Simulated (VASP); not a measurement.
# Ti (P6_3/mmc) in VASP: a series of runs

Aim: see how the results for Ti move with the level of theory and the settings. Levels: PBE0, HSE06. Tasks: single point.

All numbers are computed with VASP 6.6.1; they aren't measurements. Logs are shortened: lines on timing, memory, paths and dates and some standing lists are left out, and cuts for length are marked.

## 1. The cell of the first run

It takes space group P6_3/mmc (No. 194, hexagonal). The conventional cell has a = 2.929 Å, b = 2.929 Å, c = 4.600 Å, α = 90.00°, β = 90.00°, γ = 120.00°. Within 3.8 Å of Ti (site symmetry -6m2) lie 12 Ti at 2.85 to 2.93 Å.

## 2. Single point, PBE0

Input file POSCAR:

```
Ti
1.0
    2.9291326915      0.0000000000      0.0000000000
   -1.4645663458      2.5367033219      0.0000000000
    0.0000000000      0.0000000000      4.5999468411
Ti
2
Direct
    0.6666666667      0.3333333333      0.7500000000
    0.3333333333      0.6666666667      0.2500000000
```

Input file INCAR.step1:

```
SYSTEM = Ti
  ALGO = Normal
  EDIFF = 1E-5
  ENCUT = 520
  GGA = PE
  ISIF = 2
  ISMEAR = -1
  LASPH = .True.
  LCHARG = .False.
  LREAL = .False.
  LWAVE = .True.
  NBANDS = 19
  NELM = 60
  PREC = Accurate
  SIGMA = 0.05
```

Input file INCAR.step2:

```
SYSTEM = Ti
  AEXX = 0.25
  ALGO = Normal
  EDIFF = 1E-6
  ENCUT = 520
  GGA = PE
  ISIF = 2
  ISMEAR = -1
  ISTART = 1
  LASPH = .True.
  LCHARG = .False.
  LHFCALC = .True.
  LREAL = .False.
  LWAVE = .False.
  NBANDS = 19
  NELM = 60
  PREC = Accurate
  PRECFOCK = Normal
  SIGMA = 0.05
```

Input file KPOINTS:

```
k-points
0
Gamma
  5 5 3
  0 0 0
```

Potentials or basis: VASP PAW PBE potentials, release 64 (Ti_sv).

The run is started by

```console
> cat potpaw_PBE.64/Ti_sv/POTCAR > POTCAR
> cp INCAR.step1 INCAR
> mpirun -np 1 vasp_std > vasp.out
> cp INCAR.step2 INCAR
> mpirun -np 1 vasp_std > vasp.out
```

OUTCAR:

```text
SYSTEM = Ti
   AEXX = 0.25
   EDIFF = 1E-6
   ENCUT = 520
   GGA = PE
   ISIF = 2
   ISMEAR = -1
   ISTART = 1
   LASPH = .True.
   LHFCALC = .True.
   LREAL = .False.
   NELM = 60
   PREC = Accurate
   PRECFOCK = Normal

 ion  position               nearest neighbor table
   1  0.667  0.333  0.750-   2 2.85   2 2.85   2 2.85   2 2.85   2 2.85   2 2.85
   2  0.333  0.667  0.250-   1 2.85   1 2.85   1 2.85   1 2.85   1 2.85   1 2.85

  LATTYP: Found a hexagonal cell.
 ALAT       =     2.9291326915
 C/A-ratio  =     1.5704125847

  Lattice vectors:

 A1 = (   2.9291326915,   0.0000000000,   0.0000000000)
 A2 = (  -1.4645663458,   2.5367033219,   0.0000000000)
 A3 = (   0.0000000000,   0.0000000000,   4.5999468411)

Analysis of symmetry for initial positions (statically):
=====================================================================
 Subroutine PRICEL returns:
 Original cell was already a primitive cell.

 Routine SETGRP: Setting up the symmetry group for a
 hexagonal supercell.

 Subroutine GETGRP returns: Found 24 space group operations
 (whereof 12 operations were pure point group operations)
 out of a pool of 24 trial point group operations.

The static configuration has the point symmetry D_3d.
 The point group associated with its full space group is D_6h.

Analysis of symmetry for dynamics (positions and initial velocities):
=====================================================================
 Subroutine PRICEL returns:
 Original cell was already a primitive cell.

 Routine SETGRP: Setting up the symmetry group for a
 hexagonal supercell.

 Subroutine GETGRP returns: Found 24 space group operations
 (whereof 12 operations were pure point group operations)
 out of a pool of 24 trial point group operations.

The dynamic configuration has the point symmetry D_3d.
 The point group associated with its full space group is D_6h.

 Subroutine INISYM returns: Found 24 space group operations
 (whereof 12 operations are pure point group operations),
 and found     1 'primitive' translations

----------------------------------------------------------------------------------------

                                     Primitive cell

  volume of cell :      34.1792

  direct lattice vectors                    reciprocal lattice vectors
     2.929132691  0.000000000  0.000000000     0.341397985  0.197106219  0.000000000
    -1.464566346  2.536703322  0.000000000     0.000000000  0.394212438  0.000000000
     0.000000000  0.000000000  4.599946841     0.000000000  0.000000000  0.217393817

  length of vectors
     2.929132691  2.929132692  4.599946841     0.394212438  0.394212438  0.217393817

  position of ions in fractional coordinates (direct lattice)
     0.666666667  0.333333333  0.750000000
     0.333333333  0.666666667  0.250000000

  ion indices of the primitive-cell ions
   primitive index   ion index
                 1           1
                 2           2

----------------------------------------------------------------------------------------

 KPOINTS: k-points

Automatic generation of k-mesh.
 Grid dimensions read from file:
 generate k-points for:    5    5    3

 Generating k-lattice:

  Cartesian coordinates                     Fractional coordinates (reciprocal lattice)
     0.068279597  0.039421244  0.000000000     0.200000000  0.000000000  0.000000000
     0.000000000  0.078842488  0.000000000     0.000000000  0.200000000  0.000000000
     0.000000000  0.000000000  0.072464606     0.000000000  0.000000000  0.333333333

  Length of vectors
     0.078842488  0.078842488  0.072464606

  Shift w.r.t. Gamma in fractional coordinates (k-lattice)
     0.000000000  0.000000000  0.000000000

 Subroutine IBZKPT returns following result:
 ===========================================

 Found     10 irreducible k-points:

 Following reciprocal coordinates:
            Coordinates               Weight
  0.000000  0.000000  0.000000      1.000000
  0.200000  0.000000  0.000000      6.000000
  0.400000  0.000000  0.000000      6.000000
  0.200000  0.200000  0.000000      6.000000
  0.400000  0.200000  0.000000      6.000000
  0.000000  0.000000  0.333333      2.000000
  0.200000  0.000000  0.333333     12.000000
  0.400000  0.000000  0.333333     12.000000
  0.200000  0.200000  0.333333     12.000000
  0.400000  0.200000  0.333333     12.000000
   k-points           NKPTS =     10   k-points in BZ     NKDIM =     75   number of bands    NBANDS=     19
   number of dos      NEDOS =    301   number of ions     NIONS =      2
   total plane-waves  NPLWV =  20736
   dimension x,y,z NGX =    24 NGY =   24 NGZ =   36
   dimension x,y,z NGXF=    48 NGYF=   48 NGZF=   72
   ions per type =               2
   NGX,Y,Z   is equivalent  to a cutoff of  13.62, 13.62, 13.01 a.u.
   NGXF,Y,Z  is equivalent  to a cutoff of  27.24, 27.24, 26.02 a.u.
 SYSTEM =  Ti
   PREC   = accura    normal or accurate (medium, high low for compatibility)
   ISTART =      1    job   : 0-new  1-cont  2-samecut
   ICHARG =      0    charge: 1-file 2-atom 10-const
   ISPIN  =      1    spin polarized calculation?
   LNONCOLLINEAR =      F non collinear calculations
   LSORBIT =      F    spin-orbit coupling
   LASPH  =      T    aspherical Exc in radial PAW
   ENCUT  =  520.0 eV  38.22 Ry    6.18 a.u.   5.45  5.45  8.55*2*pi/ulx,y,z
   NELM   =     60;   NELMIN=  2; NELMDL=  0     # of ELM steps
   EDIFF  = 0.1E-05   stopping-criterion for ELM
   LREAL  =      F    real-space projection
   EDIFFG = 0.1E-04   stopping-criterion for IOM
   NSW    =      0    number of steps for IOM
   IBRION =     -1    ionic relax: 0-MD 1-quasi-New 2-CG
   NFREE  =      0    steps in history (QN), initial steepest desc. (CG)
   ISIF   =      2    stress and relaxation
   ISYM   =      3    0-nonsym 1-usesym 2-fastsym
   POTIM  = 0.5000    time-step for ionic-motion
   TEBEG  =    0.0;   TEEND  =   0.0 temperature during run
   PSTRESS=    0.0 pullay stress
   NELECT =      24.0000    total number of electrons
   NUPDOWN=      -1.0000    fix difference up-down
   EMIN   =  10.00;   EMAX   =-10.00  energy-range for DOS
   EFERMI =   0.00;   METHOD = LEGACY
   ISMEAR =    -1;   SIGMA  =   0.05  broadening in eV -4-tet -1-fermi 0-gaus
   EFERMI_NEDOS =   21; number of points for ismear=-14 and -15
   IALGO  =     38    algorithm
   IMIX   =      1    mixing-type and parameters
     AMIX     =   0.40;   BMIX     =  1.00
     AMIX_MAG =   1.60;   BMIX_MAG =  1.00
  volume/ion in A,a.u.               =      17.09       115.33
  Fermi-wavevector in a.u.,A,eV,Ry     =   1.455095  2.749731 28.807642  2.117302
  Thomas-Fermi vector in A             =   2.572170
   LORBIT       =      0    0 simple, 1 ext, 2 COOP (PROOUT), +10 PAW based schemes
   GGA     = PE    functional components
   LHFCALC =     T    Hartree Fock is set to
   PRECFOCK=normal    Normal, Fast or Accurate (Low or Medium for compatibility)
   ENCUT4O =  -1.0   cutoff for four orbital integrals eV
   NKREDX  =     1    reduce k-point grid by
   NKREDY  =     1    reduce k-point grid by
   NKREDZ  =     1    reduce k-point grid by
   AEXX    =    0.2500 exact exchange contribution
   HFSCREEN=    0.0000 screening length (either q_TF or 0.3 A-1)
   HFSCREENC=   0.0000 screening length for correlation (either q_TF or 0.3 A-1)
   ENCUTFOCK=  -1.0 apply spherical cutoff to Coloumb kernel
   IVDW    =     0    specifies the selected vdW correction
   LEPSILON=     F    determine dielectric tensor
   LRPA    =     F    only Hartree local field effects (RPA)
 non-spin polarized calculation
  energy-cutoff  :      520.00
  volume of cell :       34.18
 maximum number of plane-waves:       953
 NGX is ok and might be reduce to    24
  NGX = 18; NGY = 18; NGZ = 28

 number of electron      24.0000000 magnetization

 Free energy of the ion-electron system (eV)
  ---------------------------------------------------
  ext. energy  EPLUGINS =         0.00000000
  ---------------------------------------------------
  free energy    TOTEN  =       -20.99919419 eV

  energy without entropy =      -20.98768838  energy(sigma->0) =      -20.99344128

 E-fermi :   8.6225     XC(G=0):  -9.1296

 val. band max:        8.6221577800   @ k =   0.2000   0.0000   0.3333
 cond. band min:       8.8796377975   @ k =   0.0000   0.0000   0.3333
 fundamental gap:      0.2574800175
 Fermi energy:         8.6225464515

 k-point     1 :       0.0000    0.0000    0.0000
  band No.  band energies     occupation
      1     -53.6449      2.00000
      2     -53.4836      2.00000
      3     -28.6461      2.00000
      4     -27.8848      2.00000
      5     -27.8848      2.00000
      6     -27.8190      2.00000
[... 11 lines left out ...]
     18      11.3733      0.00000
     19      13.0077      0.00000

 k-point     2 :       0.2000    0.0000    0.0000
  band No.  band energies     occupation
      1     -53.6041      2.00000
      2     -53.4702      2.00000
      3     -28.5464      2.00000
      4     -28.0665      2.00000
      5     -27.9550      2.00000
      6     -27.9394      2.00000
[... 11 lines left out ...]
     18      11.6139      0.00000
     19      13.3373      0.00000

 k-point     3 :       0.4000    0.0000    0.0000
  band No.  band energies     occupation
      1     -53.5277      2.00000
      2     -53.4581      2.00000
      3     -28.3757      2.00000
      4     -28.3346      2.00000
      5     -28.2242      2.00000
      6     -28.0216      2.00000
[... 11 lines left out ...]
     18      13.1286      0.00000
     19      13.5889      0.00000

 k-point     4 :       0.2000    0.2000    0.0000
  band No.  band energies     occupation
      1     -53.5444      2.00000
      2     -53.4584      2.00000
      3     -28.3862      2.00000
      4     -28.2304      2.00000
      5     -28.2031      2.00000
      6     -28.0056      2.00000
[... 99 lines left out ...]
     18      13.0204      0.00000
     19      13.2882      0.00000

 k-point     9 :       0.2000    0.2000    0.3333
  band No.  band energies     occupation
      1     -53.5228      2.00000
      2     -53.4798      2.00000
      3     -28.4278      2.00000
      4     -28.3223      2.00000
      5     -28.0529      2.00000
      6     -28.0482      2.00000
[... 11 lines left out ...]
     18      13.0622      0.00000
     19      13.5141      0.00000

 k-point    10 :       0.4000    0.2000    0.3333
  band No.  band energies     occupation
      1     -53.4869      2.00000
      2     -53.4710      2.00000
      3     -28.4569      2.00000
      4     -28.3944      2.00000
      5     -28.1710      2.00000
      6     -28.0497      2.00000
[... 11 lines left out ...]
     18      13.2592      0.00000
     19      15.0223      0.00000

------------------------ aborting loop because EDIFF is reached ----------------------------------------

  FORCE on cell =-STRESS in cart. coord.  units (eV):
  Direction    XX          YY          ZZ          XY          YZ          ZX
  --------------------------------------------------------------------------------------
  -------------------------------------------------------------------------------------
  Total       -0.0378599     -0.0378599     -0.6218822      0.0000000     -0.0000000      0.0000000
  in kB       -1.7747144     -1.7747144    -29.1512495      0.0000000     -0.0000000      0.0000000
  external PRESSURE =     -10.9002261 kB  Pullay stress =       0.0000000 kB

 VOLUME and BASIS-vectors are now :
 -----------------------------------------------------------------------------
  energy-cutoff  :      520.00
  volume of cell :       34.18
      direct lattice vectors                 reciprocal lattice vectors
     2.929132691  0.000000000  0.000000000     0.341397985  0.197106219  0.000000000
    -1.464566346  2.536703322  0.000000000     0.000000000  0.394212438  0.000000000
     0.000000000  0.000000000  4.599946841     0.000000000  0.000000000  0.217393817

 POSITION                                       TOTAL-FORCE (eV/Angst)
 -----------------------------------------------------------------------------------
      1.46457      0.84557      3.44996         0.000000      0.000000      0.000000
     -0.00000      1.69114      1.14999        -0.000000     -0.000000     -0.000000
 -----------------------------------------------------------------------------------
    total drift:                                0.000001      0.000002     -0.000001

  FREE ENERGIE OF THE ION-ELECTRON SYSTEM (eV)
  ---------------------------------------------------
  free  energy   TOTEN  =       -20.9991941862 eV

  energy  without entropy=      -20.9876883792  energy(sigma->0) =      -20.99344128
```

Wall time 32 min (1 thread of Intel Xeon Platinum 8375C at 2.90GHz (Ice Lake), shared host); peak memory 0.16 GiB.

What came out:

- Free energy: -20.9992 eV
- Pressure: -1.1 GPa
- Band gap on the k mesh: zero (bands 12 and 13 overlap by 1.79 eV)

Stress tensor (GPa, compression positive):
```
-0.18  0.00  0.00
 0.00 -0.18  0.00
 0.00  0.00 -2.92
```

Levels at points of the mesh, in eV from the Fermi level:
| k point | band 8 | band 9 | band 10 | band 11 | band 12 | band 13 | band 14 | band 15 | band 16 | band 17 |
| --- | --- | --- | --- | --- | --- | --- | --- | --- | --- | --- |
| (0.00, 0.00, 0.00) | -36.39 | -8.06 | -3.77 | 0.80 | 1.50 | 1.50 | 1.87 | 2.27 | 2.27 | 2.75 |

Caveat: the k points lie up to 0.50 Å⁻¹ apart, too coarse for converged energies and pressures of a metal; the PAW data sets were made with another functional, which shifts forces and pressure a little.

## 3. Single point, HSE06

This run uses another cell than the first one, of 17.64 Å³/atom.

Input file POSCAR:

```
Ti
1.0
    2.9500000000      0.0000000000      0.0000000000
   -1.4750000000      2.5547749412      0.0000000000
    0.0000000000      0.0000000000      4.6800000000
Ti
2
Direct
    0.6666666667      0.3333333333      0.7500000000
    0.3333333333      0.6666666667      0.2500000000
```

Input file INCAR.step1:

```
PREC     = Accurate       # precision mode
ENCUT    = 520            # plane-wave cutoff, eV
EDIFF    = 1E-5           # SCF threshold, eV
ISMEAR   = -1             # smearing method
SIGMA    = 0.05           # smearing width, eV
LREAL    = F              # projectors in reciprocal space
LASPH    = T              # aspherical terms in the spheres
NELM     = 100            # most SCF steps
ALGO     = Normal         # electronic algorithm
ISIF     = 2              # what is computed and relaxed
LWAVE    = T              # write WAVECAR
LCHARG   = F              # write CHGCAR
GGA      = PE             # functional
NBANDS   = 19             # bands
```

Input file INCAR.step2:

```
PREC     = Accurate       # precision mode
ENCUT    = 520            # plane-wave cutoff, eV
EDIFF    = 1E-6           # SCF threshold, eV
ISMEAR   = -1             # smearing method
SIGMA    = 0.05           # smearing width, eV
LREAL    = F              # projectors in reciprocal space
LASPH    = T              # aspherical terms in the spheres
NELM     = 100            # most SCF steps
ALGO     = Normal         # electronic algorithm
ISIF     = 2              # what is computed and relaxed
LWAVE    = F              # write WAVECAR
LCHARG   = F              # write CHGCAR
GGA      = PE             # functional
LHFCALC  = T              # exact exchange
HFSCREEN = 0.2079         # screening, 1/A
PRECFOCK = Normal       
ISTART   = 1            
NBANDS   = 19             # bands
```

Input file KPOINTS:

```
Automatic mesh
0
Gamma
  5 5 3
```

Potentials or basis: VASP PAW PBE potentials, release 64 (Ti_sv).

The run is started by

```console
> cat potpaw_PBE.64/Ti_sv/POTCAR > POTCAR
> cp INCAR.step1 INCAR
> mpirun -np 1 vasp_std > vasp.out
> cp INCAR.step2 INCAR
> mpirun -np 1 vasp_std > vasp.out
```

Run time: 36 min. Hardware: 1 thread of Intel Xeon Platinum 8375C at 2.90GHz (Ice Lake), shared host; peak memory 0.25 GiB.

The run converged. Its results:

| Item | Value |
| --- | --- |
| Free energy | -18.8918 eV |
| Pressure | -4.2 GPa |
| Band gap on the k mesh | zero (bands 12 and 13 overlap by 1.04 eV) |

Stress tensor (GPa, compression positive):
```
-2.74  0.00  0.00
 0.00 -2.74  0.00
 0.00  0.00 -7.01
```

Levels at points of the mesh, in eV from the Fermi level:
| k point | band 10 | band 11 | band 12 | band 13 | band 14 | band 15 |
| --- | --- | --- | --- | --- | --- | --- |
| (0.00, 0.00, 0.00) | -3.39 | 0.19 | 1.03 | 1.03 | 1.28 | 1.73 |

Caveat: the k points lie up to 0.49 Å⁻¹ apart, too coarse for converged energies and pressures of a metal; the PAW data sets were made with another functional, which shifts forces and pressure a little.

The gap in the log of VASP goes by the Fermi energy; the results here count the filled bands.